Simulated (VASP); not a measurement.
# ZnO (P6_3/mmc) in VASP: notebook

The runs below take ZnO through single point, with PBE+D3(BJ).

Program: VASP 6.6.1. These are calculated values, not measurements. Logs are shortened: lines on timing, memory, paths and dates and some standing lists are left out, and cuts for length are marked.

### Step 1. The cell of the first run

It takes space group P6_3/mmc (No. 194, hexagonal). The conventional cell has a = 3.266 Å, b = 3.266 Å, c = 6.400 Å, α = 90.00°, β = 90.00°, γ = 120.00°. Within 2.5 Å of Zn (site symmetry -6m2) lie 3 O at 1.89 Å. Within 2.5 Å of O (site symmetry -6m2) lie 3 Zn at 1.89 Å.

### Step 2. Single point, PBE+D3(BJ) (strain +0.0375 x Voigt [0, 0, 1, 0, 0, 0])

Input file INCAR:

```
SYSTEM = ZnO
ALGO     = Normal         ! electronic algorithm
EDIFF    = 1E-6           ! SCF threshold, eV
ENCUT    = 520            ! plane-wave cutoff, eV
GGA      = PE             ! functional
ISIF     = 2              ! what is computed and relaxed
ISMEAR   = 0              ! smearing method
IVDW     = 12             ! dispersion correction
LASPH    = .True.         ! aspherical terms in the spheres
LCHARG   = .True.         ! write CHGCAR
LELF     = .True.         ! ELF
LREAL    = .False.        ! projectors in reciprocal space
LVHAR    = .True.       
LWAVE    = .False.        ! write WAVECAR
NBANDS   = 26             ! bands
NELM     = 100            ! most SCF steps
PREC     = Accurate       ! precision mode
SIGMA    = 0.05           ! smearing width, eV
```

Input file KPOINTS:

```
k-points
0
Gamma
  12 12 6
  0 0 0
```

Input file POSCAR:

```
ZnO
1.0
    3.2662751495      0.0000000000      0.0000000000
   -1.6331375747      2.8286772553      0.0000000000
    0.0000000000      0.0000000000      6.4001801568
Zn O
2 2
Direct
    0.0000000000      0.0000000000      0.7500000000
    0.0000000000      0.0000000000      0.2500000000
    0.3333333333      0.6666666667      0.2500000000
    0.6666666667      0.3333333333      0.7500000000
```

Potentials or basis: VASP PAW PBE potentials, release 64 (Zn, O).

Launch:

```sh
$ cat potpaw_PBE.64/Zn/POTCAR potpaw_PBE.64/O/POTCAR > POTCAR
$ mpirun -np 1 vasp_std > vasp.out
```

OUTCAR:

```text
SYSTEM = ZnO
   EDIFF = 1E-6
   ENCUT = 520
   GGA = PE
   ISIF = 2
   ISMEAR = 0
   IVDW = 12
   LASPH = .True.
   LREAL = .False.
   NELM = 100
   PREC = Accurate
 IVDW          = 12

 ion  position               nearest neighbor table
   1  0.000  0.000  0.750-   4 1.89   4 1.89   4 1.89
   2  0.000  0.000  0.250-   3 1.89   3 1.89   3 1.89
   3  0.333  0.667  0.250-   2 1.89   2 1.89   2 1.89
   4  0.667  0.333  0.750-   1 1.89   1 1.89   1 1.89

  LATTYP: Found a hexagonal cell.
 ALAT       =     3.2662751495
 C/A-ratio  =     1.9594736707

  Lattice vectors:

 A1 = (   3.2662751495,   0.0000000000,   0.0000000000)
 A2 = (  -1.6331375747,   2.8286772553,   0.0000000000)
 A3 = (   0.0000000000,   0.0000000000,   6.4001801568)

Analysis of symmetry for initial positions (statically):
=====================================================================
 Subroutine PRICEL returns:
 Original cell was already a primitive cell.

 Routine SETGRP: Setting up the symmetry group for a
 hexagonal supercell.

 Subroutine GETGRP returns: Found 24 space group operations
 (whereof 12 operations were pure point group operations)
 out of a pool of 24 trial point group operations.

The static configuration has the point symmetry D_3d.
 The point group associated with its full space group is D_6h.

Analysis of symmetry for dynamics (positions and initial velocities):
=====================================================================
 Subroutine PRICEL returns:
 Original cell was already a primitive cell.

 Routine SETGRP: Setting up the symmetry group for a
 hexagonal supercell.

 Subroutine GETGRP returns: Found 24 space group operations
 (whereof 12 operations were pure point group operations)
 out of a pool of 24 trial point group operations.

The dynamic configuration has the point symmetry D_3d.
 The point group associated with its full space group is D_6h.

 Subroutine INISYM returns: Found 24 space group operations
 (whereof 12 operations are pure point group operations),
 and found     1 'primitive' translations

----------------------------------------------------------------------------------------

                                     Primitive cell

  volume of cell :      59.1328

  direct lattice vectors                    reciprocal lattice vectors
     3.266275150  0.000000000  0.000000000     0.306159143  0.176761064  0.000000000
    -1.633137575  2.828677255  0.000000000     0.000000000  0.353522127  0.000000000
     0.000000000  0.000000000  6.400180157     0.000000000  0.000000000  0.156245602

  length of vectors
     3.266275150  3.266275150  6.400180157     0.353522127  0.353522127  0.156245602

  position of ions in fractional coordinates (direct lattice)
     0.000000000  0.000000000  0.750000000
     0.000000000  0.000000000  0.250000000
     0.333333333  0.666666667  0.250000000
     0.666666667  0.333333333  0.750000000

  ion indices of the primitive-cell ions
   primitive index   ion index
                 1           1
                 2           2
                 3           3
                 4           4

----------------------------------------------------------------------------------------

 KPOINTS: k-points

Automatic generation of k-mesh.
 Grid dimensions read from file:
 generate k-points for:   12   12    6

 Generating k-lattice:

  Cartesian coordinates                     Fractional coordinates (reciprocal lattice)
     0.025513262  0.014730089  0.000000000     0.083333333  0.000000000  0.000000000
     0.000000000  0.029460177  0.000000000     0.000000000  0.083333333  0.000000000
     0.000000000  0.000000000  0.026040934     0.000000000  0.000000000  0.166666667

  Length of vectors
     0.029460177  0.029460177  0.026040934

  Shift w.r.t. Gamma in fractional coordinates (k-lattice)
     0.000000000  0.000000000  0.000000000

 Subroutine IBZKPT returns following result:
 ===========================================

 Found     76 irreducible k-points:

 Following reciprocal coordinates:
            Coordinates               Weight
  0.000000  0.000000  0.000000      1.000000
  0.083333 -0.000000  0.000000      6.000000
  0.166667 -0.000000  0.000000      6.000000
  0.250000 -0.000000  0.000000      6.000000
  0.333333 -0.000000  0.000000      6.000000
  0.416667  0.000000  0.000000      6.000000
[... 16 lines left out ...]
  0.250000 -0.000000  0.166667     12.000000
  0.333333 -0.000000  0.166667     12.000000
 [... further k-points ...]
   k-points           NKPTS =     76   k-points in BZ     NKDIM =     76   number of bands    NBANDS=     26
   number of dos      NEDOS =    301   number of ions     NIONS =      4
   total plane-waves  NPLWV =  27648
   dimension x,y,z NGX =    24 NGY =   24 NGZ =   48
   dimension x,y,z NGXF=    48 NGYF=   48 NGZF=   96
   ions per type =               2   2
   NGX,Y,Z   is equivalent  to a cutoff of  12.22, 12.22, 12.47 a.u.
   NGXF,Y,Z  is equivalent  to a cutoff of  24.43, 24.43, 24.94 a.u.
 SYSTEM =  ZnO
   PREC   = accura    normal or accurate (medium, high low for compatibility)
   ISTART =      0    job   : 0-new  1-cont  2-samecut
   ICHARG =      2    charge: 1-file 2-atom 10-const
   ISPIN  =      1    spin polarized calculation?
   LNONCOLLINEAR =      F non collinear calculations
   LSORBIT =      F    spin-orbit coupling
   LASPH  =      T    aspherical Exc in radial PAW
   ENCUT  =  520.0 eV  38.22 Ry    6.18 a.u.   6.07  6.07 11.90*2*pi/ulx,y,z
   NELM   =    100;   NELMIN=  2; NELMDL= -5     # of ELM steps
   EDIFF  = 0.1E-05   stopping-criterion for ELM
   LREAL  =      F    real-space projection
   EDIFFG = 0.1E-04   stopping-criterion for IOM
   NSW    =      0    number of steps for IOM
   IBRION =     -1    ionic relax: 0-MD 1-quasi-New 2-CG
   NFREE  =      0    steps in history (QN), initial steepest desc. (CG)
   ISIF   =      2    stress and relaxation
   ISYM   =      2    0-nonsym 1-usesym 2-fastsym
   POTIM  = 0.5000    time-step for ionic-motion
   TEBEG  =    0.0;   TEEND  =   0.0 temperature during run
   PSTRESS=    0.0 pullay stress
   NELECT =      36.0000    total number of electrons
   NUPDOWN=      -1.0000    fix difference up-down
   EMIN   =  10.00;   EMAX   =-10.00  energy-range for DOS
   EFERMI =   0.00;   METHOD = LEGACY
   ISMEAR =     0;   SIGMA  =   0.05  broadening in eV -4-tet -1-fermi 0-gaus
   EFERMI_NEDOS =   21; number of points for ismear=-14 and -15
   IALGO  =     38    algorithm
   IMIX   =      4    mixing-type and parameters
     AMIX     =   0.40;   BMIX     =  1.00
     AMIX_MAG =   1.60;   BMIX_MAG =  1.00
  volume/ion in A,a.u.               =      14.78        99.76
  Fermi-wavevector in a.u.,A,eV,Ry     =   1.387500  2.621994 26.193327  1.925155
  Thomas-Fermi vector in A             =   2.511715
   LORBIT       =      0    0 simple, 1 ext, 2 COOP (PROOUT), +10 PAW based schemes
   GGA     = PE    functional components
   LHFCALC =     F    Hartree Fock is set to
   AEXX    =    0.0000 exact exchange contribution
   IVDW    =    12    specifies the selected vdW correction
   LEPSILON=     F    determine dielectric tensor
   LRPA    =     F    only Hartree local field effects (RPA)
 non-spin polarized calculation
 Gauss-broadening in eV      SIGMA  =   0.05
  energy-cutoff  :      520.00
  volume of cell :       59.13
 maximum number of plane-waves:      1612
   NGX = 13   NGY = 13   NGZ = 23

 number of electron      36.0000052 magnetization

 Free energy of the ion-electron system (eV)
  ---------------------------------------------------
  ext. energy  EPLUGINS =         0.00000000
  ---------------------------------------------------
  free energy    TOTEN  =       -16.92612263 eV

  energy without entropy =      -16.92612263  energy(sigma->0) =      -16.92612263

 E-fermi :   0.0876     XC(G=0):  -9.6414

 val. band max:       -0.1495994685   @ k =   0.0000   0.0000   0.0000
 cond. band min:       0.5768386017   @ k =   0.0000   0.0000   0.0000
 fundamental gap:      0.7264380701
 Fermi energy:         0.0875646076

 k-point     1 :       0.0000    0.0000    0.0000
  band No.  band energies     occupation
      1     -17.8050      2.00000
      2     -17.6262      2.00000
      3      -6.3954      2.00000
      4      -6.3954      2.00000
      5      -6.3576      2.00000
      6      -6.3576      2.00000
[... 18 lines left out ...]
     25      12.8473      0.00000
     26      13.8122      0.00000

 k-point     2 :       0.0833   -0.0000    0.0000
  band No.  band energies     occupation
      1     -17.7705      2.00000
      2     -17.5970      2.00000
      3      -6.4089      2.00000
      4      -6.3740      2.00000
      5      -6.3481      2.00000
      6      -6.3102      2.00000
[... 18 lines left out ...]
     25      12.9787      0.00000
     26      13.2569      0.00000

 k-point     3 :       0.1667   -0.0000    0.0000
  band No.  band energies     occupation
      1     -17.6742      2.00000
      2     -17.5170      2.00000
      3      -6.4313      2.00000
      4      -6.4041      2.00000
      5      -6.2110      2.00000
      6      -6.1734      2.00000
[... 18 lines left out ...]
     25      13.0101      0.00000
     26      13.4000      0.00000

 k-point     4 :       0.2500   -0.0000    0.0000
  band No.  band energies     occupation
      1     -17.5381      2.00000
      2     -17.4069      2.00000
      3      -6.4221      2.00000
      4      -6.4047      2.00000
      5      -6.0018      2.00000
      6      -5.9660      2.00000
[... 18 lines left out ...]
     25      13.4467      0.00000
     26      13.7881      0.00000

 k-point     5 :       0.3333   -0.0000    0.0000
  band No.  band energies     occupation
      1     -17.3955      2.00000
      2     -17.2974      2.00000
      3      -6.3488      2.00000
      4      -6.3400      2.00000
      5      -5.7569      2.00000
      6      -5.7262      2.00000
[... 18 lines left out ...]
     25      13.3462      0.00000
     26      13.8295      0.00000

 k-point     6 :       0.4167    0.0000    0.0000
  band No.  band energies     occupation
      1     -17.2834      2.00000
      2     -17.2210      2.00000
      3      -6.2303      2.00000
      4      -6.2230      2.00000
      5      -5.6634      2.00000
      6      -5.5427      2.00000
[... 427 lines left out ...]
 k-point    21 :       0.0833   -0.0000    0.1667
  band No.  band energies     occupation
      1     -17.7592      2.00000
      2     -17.6090      2.00000
      3      -6.4067      2.00000
      4      -6.3764      2.00000
      5      -6.3456      2.00000
      6      -6.3128      2.00000
[... 18 lines left out ...]
     25      13.1085      0.00000
     26      13.8811      0.00000

 k-point    22 :       0.1667   -0.0000    0.1667
  band No.  band energies     occupation
      1     -17.6638      2.00000
      2     -17.5277      2.00000
      3      -6.4300      2.00000
      4      -6.4064      2.00000
      5      -6.2086      2.00000
      6      -6.1760      2.00000
[... 18 lines left out ...]
     25      13.0732      0.00000
     26      14.4073      0.00000

 k-point    23 :       0.2500   -0.0000    0.1667
  band No.  band energies     occupation
      1     -17.5294      2.00000
      2     -17.4158      2.00000
      3      -6.4221      2.00000
      4      -6.4068      2.00000
      5      -5.9995      2.00000
      6      -5.9685      2.00000
[... 18 lines left out ...]
     25      13.5084      0.00000
     26      13.5698      0.00000

 k-point    24 :       0.3333   -0.0000    0.1667
  band No.  band energies     occupation
      1     -17.3889      2.00000
      2     -17.3041      2.00000
      3      -6.3505      2.00000
      4      -6.3424      2.00000
      5      -5.7550      2.00000
      6      -5.7284      2.00000
[... 18 lines left out ...]
     25      12.9601      0.00000
     26      13.8842      0.00000

 [... further k-points ...]

------------------------ aborting loop because EDIFF is reached ----------------------------------------

 Edisp (eV)   -0.71812

 E8    (eV) :    -0.2722

  FORCE on cell =-STRESS in cart. coord.  units (eV):
  Direction    XX          YY          ZZ          XY          YZ          ZX
  --------------------------------------------------------------------------------------
  -------------------------------------------------------------------------------------
  Total       0.50486     0.50486    -0.29645     0.00000     0.00000    -0.00000
  in kB      13.67885    13.67885    -8.03232     0.00000     0.00000    -0.00000
  external pressure =        6.44 kB  Pullay stress =        0.00 kB

 VOLUME and BASIS-vectors are now :
 -----------------------------------------------------------------------------
  energy-cutoff  :      520.00
  volume of cell :       59.13
      direct lattice vectors                 reciprocal lattice vectors
     3.266275150  0.000000000  0.000000000     0.306159143  0.176761064  0.000000000
    -1.633137575  2.828677255  0.000000000     0.000000000  0.353522127  0.000000000
     0.000000000  0.000000000  6.400180157     0.000000000  0.000000000  0.156245602

 POSITION                                       TOTAL-FORCE (eV/Angst)
 -----------------------------------------------------------------------------------
      0.00000      0.00000      4.80014         0.000000      0.000000      0.000000
      0.00000      0.00000      1.60005        -0.000000      0.000000      0.000000
     -0.00000      1.88578      1.60005         0.000000     -0.000000     -0.000000
      1.63314      0.94289      4.80014        -0.000000      0.000000     -0.000000
 -----------------------------------------------------------------------------------
    total drift:                               -0.000000      0.000000      0.000000

  FREE ENERGIE OF THE ION-ELECTRON SYSTEM (eV)
  ---------------------------------------------------
  free  energy   TOTEN  =       -17.6442401896 eV

  energy  without entropy=      -17.6442401896  energy(sigma->0) =      -17.64424019
```

Run time: 44 s. Hardware: 1 thread of Intel Xeon 6975P-C (Granite Rapids), shared host; peak memory 0.24 GiB.

What came out:

```
Free energy                : -17.6442 eV
Pressure                   : 0.6 GPa
Band gap on the k mesh     : 0.73 eV
Dispersion energy per atom : -0.180 eV
```

Stress tensor (GPa, compression positive):
```
 1.37  0.00  0.00
 0.00  1.37  0.00
 0.00  0.00 -0.80
```

Caveat: the cell differs from its parent crystal (strain +0.0375 x Voigt [0, 0, 1, 0, 0, 0]).

[end of part 1 of 2]
